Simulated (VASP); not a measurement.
# Nb4N in VASP: further runs

Runs on Nb4N. Level: PBE. Tasks: single point.

All numbers are computed with VASP 6.6.1; they aren't measurements. Logs are shortened: lines on timing, memory, paths and dates and some standing lists are left out, and cuts for length are marked.

## 1. The cell of the first run

The cell holds a slab with vacuum, 5 atoms: a = 3.311 Å, b = 3.311 Å, c = 21.799 Å, α = 90.00°, β = 90.00°, γ = 90.00°.

## 2. Single point, PBE, collinear spin, ferromagnetic start

Input file INCAR:

```
SYSTEM = Nb4N
PREC     = Accurate       ! precision mode
ENCUT    = 520            ! plane-wave cutoff, eV
EDIFF    = 1E-6           ! SCF threshold, eV
ISMEAR   = 0              ! smearing method
SIGMA    = 0.1            ! smearing width, eV
LREAL    = .FALSE.        ! projectors in reciprocal space
LASPH    = .TRUE.         ! aspherical terms in the spheres
NELM     = 150            ! most SCF steps
ALGO     = Normal         ! electronic algorithm
ISIF     = 2              ! what is computed and relaxed
LWAVE    = .FALSE.        ! write WAVECAR
LCHARG   = .FALSE.        ! write CHGCAR
ISPIN    = 2              ! spin polarisation
MAGMOM   = 0 0 0 0 3      ! initial moments
LORBIT   = 11             ! projections on sites
LMAXMIX  = 4              ! l up to which the mixer works
LDIPOL   = .TRUE.       
IDIPOL   = 3            
DIPOL    = 0.5 0.5 0.348
GGA      = PE             ! functional
NBANDS   = 40             ! bands
```

Input file KPOINTS:

```
Automatic mesh
0
G
  8 8 1
  0 0 0
```

Input file POSCAR:

```
Nb4N
1.0
    3.3111160015      0.0000000000      0.0000000000
    0.0000000000      3.3111160015      0.0000000000
    0.0000000000      0.0000000000     21.7993006655
Nb N
4 1
Direct
    0.5000000000      0.5000000000      0.1834921249
    0.0000000000      0.0000000000      0.2594375887
    0.5000000000      0.5000000000      0.3336918596
    0.0000000000      0.0000000000      0.4036505941
    0.2500000000      0.2500000000      0.5600776306
```

Potentials or basis: VASP PAW PBE potentials, release 64 (Nb_sv, N).

The run is started by

```console
> cat potpaw_PBE.64/Nb_sv/POTCAR potpaw_PBE.64/N/POTCAR > POTCAR
> mpirun -np 1 vasp_std > vasp.out
```

OUTCAR:

```text
SYSTEM = Nb4N
   PREC = Accurate
   ENCUT = 520
   EDIFF = 1E-6
   ISMEAR = 0
   LREAL = .FALSE.
   LASPH = .TRUE.
   NELM = 150
   ISIF = 2
   ISPIN = 2
   LORBIT = 11
   GGA = PE

 ion  position               nearest neighbor table
   1  0.500  0.500  0.183-   2 2.87   2 2.87   2 2.87   2 2.87
   2  0.000  0.000  0.259-   3 2.85   3 2.85   3 2.85   3 2.85   1 2.87   1 2.87   1 2.87   1 2.87

   3  0.500  0.500  0.334-   4 2.79   4 2.79   4 2.79   4 2.79   2 2.85   2 2.85   2 2.85   2 2.85

   4  0.000  0.000  0.404-   3 2.79   3 2.79   3 2.79   3 2.79
   5  0.250  0.250  0.560-

  LATTYP: Found a simple tetragonal cell.
 ALAT       =     3.3111160015
 C/A-ratio  =     6.5836716852

  Lattice vectors:

 A1 = (   3.3111160015,   0.0000000000,   0.0000000000)
 A2 = (   0.0000000000,   3.3111160015,   0.0000000000)
 A3 = (   0.0000000000,   0.0000000000,  21.7993006655)

Analysis of symmetry for initial positions (statically):
=====================================================================
 Subroutine PRICEL returns:
 Original cell was already a primitive cell.

 Routine SETGRP: Setting up the symmetry group for a
 simple tetragonal supercell.

 Subroutine GETGRP returns: Found  2 space group operations
 (whereof  2 operations were pure point group operations)
 out of a pool of 16 trial point group operations.

The static configuration has the point symmetry C_1h.

Analysis of symmetry for dynamics (positions and initial velocities):
=====================================================================
 Subroutine PRICEL returns:
 Original cell was already a primitive cell.

 Routine SETGRP: Setting up the symmetry group for a
 simple tetragonal supercell.

 Subroutine GETGRP returns: Found  2 space group operations
 (whereof  2 operations were pure point group operations)
 out of a pool of 16 trial point group operations.

The dynamic configuration has the point symmetry C_1h.

Analysis of structural, dynamic, and magnetic symmetry:
=====================================================================
 Subroutine PRICEL returns:
 Original cell was already a primitive cell.

 Routine SETGRP: Setting up the symmetry group for a
 simple tetragonal supercell.

 Subroutine GETGRP returns: Found  2 space group operations
 (whereof  2 operations were pure point group operations)
 out of a pool of 16 trial point group operations.

The overall configuration has the point symmetry C_1h.
[... 137 lines left out ...]
 NGX is ok and might be reduce to    28
   NGX = 13   NGY = 13   NGZ = 81

 dipolmoment           0.000000      0.000000     -0.296504 electrons x Angstroem

 number of electron      57.0000002 magnetization       2.0768257

 dipolmoment           0.000000      0.000000      0.125338 electrons x Angstroem

 Free energy of the ion-electron system (eV)
  ---------------------------------------------------
  ext. energy  EPLUGINS =         0.00000000
  ---------------------------------------------------
  free energy    TOTEN  =       -40.67524121 eV

  energy without entropy =      -40.63850867  energy(sigma->0) =      -40.65687494

 E-fermi :   0.6746     XC(G=0):  -5.4700

 val. band max:        0.6729731768   @ k =   0.3750   0.1250   0.0000
 cond. band min:       0.6879100087   @ k =  -0.1250   0.3750   0.0000
 fundamental gap:      0.0149368319
 Fermi energy:         0.6746115160

 spin component 1

 k-point     1 :       0.0000    0.0000    0.0000
  band No.  band energies     occupation
      1     -54.3634      1.00000
      2     -54.2992      1.00000
      3     -53.8477      1.00000
      4     -53.5777      1.00000
      5     -30.5123      1.00000
      6     -30.4354      1.00000
[... 892 lines left out ...]
     39       4.0682      0.00000
     40       4.0803      0.00000
 Fermi energy:         0.6746115160

 spin component 2

 k-point     1 :       0.0000    0.0000    0.0000
  band No.  band energies     occupation
      1     -54.5422      1.00000
      2     -54.4736      1.00000
      3     -53.8354      1.00000
      4     -53.5604      1.00000
      5     -30.7205      1.00000
      6     -30.6574      1.00000
[... 892 lines left out ...]
     39       4.0355      0.00000
     40       4.0696      0.00000

------------------------ aborting loop because EDIFF is reached ----------------------------------------

 vacuum level on the upper side and lower side of the slab       (xc-potential included)         1.009        -0.999

  FORCE on cell =-STRESS in cart. coord.  units (eV):
  Direction    XX          YY          ZZ          XY          YZ          ZX
  --------------------------------------------------------------------------------------
  -------------------------------------------------------------------------------------
  Total       -3.8377940     -3.8377940     -2.4746824     -0.0245395     -0.1465840     -0.1465840
  in kB      -25.7276954    -25.7276954    -16.5897065     -0.1645074     -0.9826655     -0.9826656
  external PRESSURE =     -22.6816991 kB  Pullay stress =       0.0000000 kB

 VOLUME and BASIS-vectors are now :
 -----------------------------------------------------------------------------
  energy-cutoff  :      520.00
  volume of cell :      239.00
      direct lattice vectors                 reciprocal lattice vectors
     3.311116001  0.000000000  0.000000000     0.302012977  0.000000000  0.000000000
     0.000000000  3.311116001  0.000000000     0.000000000  0.302012977  0.000000000
     0.000000000  0.000000000 21.799300665     0.000000000  0.000000000  0.045873031

 POSITION                                       TOTAL-FORCE (eV/Angst)
 -----------------------------------------------------------------------------------
      1.65556      1.65556      4.00000        -0.003452     -0.003452      0.700980
      0.00000      0.00000      5.65556         0.003679      0.003679     -0.736218
      1.65556      1.65556      7.27425        -0.005459     -0.005459      0.028253
      0.00000      0.00000      8.79930         0.052122      0.052122      0.393789
      0.82778      0.82778     12.20930        -0.046890     -0.046890     -0.386804
 -----------------------------------------------------------------------------------
    total drift:                                0.000018      0.000018      0.000347

  FREE ENERGIE OF THE ION-ELECTRON SYSTEM (eV)
  ---------------------------------------------------
  free  energy   TOTEN  =       -40.6752412059 eV

  energy  without entropy=      -40.6385086665  energy(sigma->0) =      -40.65687494

 vacuum level on the upper side and lower side of the slab         6.481         4.475

 total charge

# of ion       s       p       d       tot
------------------------------------------
    1        2.211   5.943   2.428  10.583
    2        2.221   6.013   2.452  10.686
    3        2.227   6.010   2.514  10.752
    4        2.219   5.948   2.458  10.624
    5        1.359   1.925   0.000   3.284
--------------------------------------------------
tot         10.237  25.839   9.853  45.929

 magnetization (x)

# of ion       s       p       d       tot
------------------------------------------
    1       -0.004  -0.003  -0.269  -0.276
    2        0.001   0.000   0.029   0.029
    3        0.000   0.000   0.035   0.036
    4       -0.005  -0.004  -0.263  -0.272
    5        0.040   1.805   0.000   1.845
--------------------------------------------------
tot          0.032   1.799  -0.468   1.362
```

OSZICAR:

```text
N       E                     dE             d eps       ncg     rms          rms(c)
DAV:   1     0.598947193987E+03    0.59895E+03   -0.30811E+04  4096   0.128E+03
DAV:   2     0.175686385660E+02   -0.58138E+03   -0.56191E+03  4472   0.502E+02
[... 36 lines left out ...]
DAV:  39    -0.406751694048E+02   -0.81701E-04   -0.50408E-06  3224   0.454E-03    0.143E-03
DAV:  40    -0.406752208676E+02   -0.51463E-04   -0.50023E-06  3472   0.385E-03    0.930E-04
DAV:  41    -0.406752350583E+02   -0.14191E-04   -0.11676E-06  3128   0.279E-03    0.404E-04
DAV:  42    -0.406752398336E+02   -0.47752E-05   -0.36467E-07  2784   0.204E-03    0.226E-04
DAV:  43    -0.406752412679E+02   -0.14344E-05   -0.23182E-07  2736   0.177E-03    0.146E-04
DAV:  44    -0.406752412059E+02    0.62065E-07   -0.94206E-08  2696   0.152E-03
   1 F= -.40675241E+02 E0= -.40656875E+02  d E =-.367325E-01  mag=     2.0768
```

stdout:

```text
POSCAR found type information on POSCAR NbN
 POSCAR found :  2 types and       5 ions
 scaLAPACK will be used
 LDA part: xc-table for (Slater+PW92), standard interpolation
 POSCAR, INCAR and KPOINTS ok, starting setup
 FFT: planning ... GRIDC
 FFT: planning ... GRID_SOFT
 FFT: planning ... GRID
 WAVECAR not read
 entering main loop
```

Run time: 44 min. Hardware: 1 thread of Intel Xeon 8259CL, shared host; peak memory 0.62 GiB.

What came out:

```
Free energy                                           : -40.6752 eV
Largest force                                         : 0.736 eV/Å
Net moment                                            : 2.08 μB per cell
Site moments                                          : Nb -0.28, +0.03, +0.04, -0.27; N +1.84 μB
Valence electrons inside the program's atomic spheres : Nb 10.58, 10.69, 10.75, 10.62; N 3.28
```

Forces in eV/Å, atoms in the order of the input:
```
Nb  -0.003 -0.003  0.701
Nb   0.004  0.004 -0.736
Nb  -0.005 -0.005  0.028
Nb   0.052  0.052  0.394
N   -0.047 -0.047 -0.387
```

Levels at points of the mesh, in eV from the Fermi level:
Spin up:
| k point | band 27 | band 28 | band 29 | band 30 | band 31 | band 32 | band 33 | band 34 |
| --- | --- | --- | --- | --- | --- | --- | --- | --- |
| (0.00, 0.00, 0.00) | -0.16 | 0.15 | 0.16 | 0.17 | 0.24 | 0.44 | 0.44 | 1.33 |
| (0.50, 0.00, 0.00) | -1.16 | -1.09 | 0.08 | 0.13 | 0.17 | 0.36 | 1.08 | 1.38 |
| (0.50, 0.50, 0.00) | -1.45 | -1.44 | -0.33 | -0.32 | 2.04 | 2.05 | 2.24 | 2.38 |
Spin down:
| k point | band 24 | band 25 | band 26 | band 27 | band 28 | band 29 | band 30 | band 31 | band 32 | band 33 |
| --- | --- | --- | --- | --- | --- | --- | --- | --- | --- | --- |
| (0.00, 0.00, 0.00) | -0.31 | -0.26 | -0.01 | 0.11 | 0.11 | 0.17 | 0.28 | 0.28 | 1.18 | 1.41 |
| (0.50, 0.00, 0.00) | -1.30 | -1.28 | -0.18 | -0.11 | -0.09 | -0.07 | 0.30 | 0.89 | 1.21 | 1.29 |
| (0.50, 0.50, 0.00) | -1.58 | -1.58 | -0.49 | -0.49 | 0.73 | 0.76 | 1.21 | 1.89 | 1.91 | 2.00 |

## 3. Single point, PBE, collinear spin, ferromagnetic start

Input file INCAR:

```
PREC = Accurate ; ENCUT = 520
EDIFF = 1E-6 ; ISMEAR = 0
SIGMA = 0.1 ; LREAL = False
LASPH = True ; NELM = 150
ALGO = Normal ; ISIF = 2
LWAVE = False ; LCHARG = False
ISPIN = 2 ; MAGMOM = 0 0 0 0 3
LORBIT = 11 ; LMAXMIX = 4
LDIPOL = True ; IDIPOL = 3
DIPOL = 0.5 0.5 0.335 ; GGA = PE
NBANDS = 40
```

Input file KPOINTS:

```
Automatic mesh
0
Gamma
  8 8 1
```

POSCAR: that of step 2 with these lines changed.

```diff
@@ -12,2 +12,2 @@
     0.0000000000      0.0000000000      0.4036505941
-    0.2500000000      0.2500000000      0.5600776306
+    0.2500000000      0.2500000000      0.4944791960
```

Potentials or basis: VASP PAW PBE potentials, release 64 (Nb_sv, N).

The run is started by

```console
> cat potpaw_PBE.64/Nb_sv/POTCAR potpaw_PBE.64/N/POTCAR > POTCAR
> mpirun -np 1 vasp_std > vasp.out
```

Wall time 18 min (1 thread of Intel Xeon Platinum 8488C (Sapphire Rapids), shared host); peak memory 0.61 GiB.

Results (log left out):

```yaml
Free_energy: -42.8230 eV
Largest_force: 4.547 eV/Å
Net_moment: 0.90 μB per cell
Site_moments: Nb -0.23, -0.01, +0.10, -0.30; N +1.04 μB
Valence_electrons_inside_the_program's_atomic_spheres: Nb 10.59, 10.70, 10.78, 10.57; N 3.33
```

Forces in eV/Å, atoms in the order of the input:
```
Nb   0.034  0.034  0.923
Nb   0.064  0.064 -0.885
Nb  -0.166 -0.166 -0.860
Nb   0.785  0.785  4.409
N   -0.717 -0.717 -3.587
```

Levels at points of the mesh, in eV from the Fermi level:
Spin up:
```csv
k point,band 26,band 27,band 28,band 29,band 30,band 31,band 32,band 33
"(0.00, 0.00, 0.00)",-0.48,0.12,0.13,0.16,0.18,0.25,0.56,0.61
"(0.50, 0.00, 0.00)",-0.98,-0.78,-0.52,0.13,0.20,0.33,1.27,1.42
"(0.50, 0.50, 0.00)",-1.25,-1.21,-0.73,-0.04,0.23,2.18,2.34,2.36
```
Spin down:
```tsv
k point	band 24	band 25	band 26	band 27	band 28	band 29	band 30	band 31	band 32	band 33
(0.00, 0.00, 0.00)	-0.52	-0.32	-0.07	0.08	0.09	0.21	0.37	0.64	1.22	1.41
(0.50, 0.00, 0.00)	-1.45	-1.28	-0.62	-0.41	-0.04	-0.01	0.30	1.21	1.29	1.85
(0.50, 0.50, 0.00)	-1.62	-1.57	-0.78	-0.65	0.18	0.36	0.99	1.99	2.27	2.32
```

[end of part 1 of 2]
